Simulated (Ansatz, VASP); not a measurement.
## TiC: VASP beside Ansatz

```
CELL_PARAMETERS angstrom
0.00000 2.16400 2.16400
2.16400 0.00000 2.16400
2.16400 2.16400 0.00000
ATOMIC_POSITIONS crystal
Ti 0.00000 0.00000 0.00000
C 0.50000 0.50000 0.50000
```

Alike in both runs: task electric field gradients; functional PBEsol; k mesh 16 × 16 × 16; occupations fermi-dirac, width 0.03 eV; no spin polarisation.

```csv
,VASP,Ansatz
version,VASP 6.6.1,Ansatz 0.2.0
potentials or method,"VASP PAW PBE potentials, release 64 (Ti_sv, C)","PAW with Ansatz's default frozen-core files, scalar-relativistic"
plane-wave cutoff (eV),520,420
valence electrons in the cell,16,16
```

VASP gave:

| Item | Value |
| --- | --- |
| pressure (GPa) | -5.9 |

Question: What did Ansatz give for the same quantities?

Answer: Pressure (GPa): -6.2.

VASP's potentials were made for PBE, not for PBEsol.
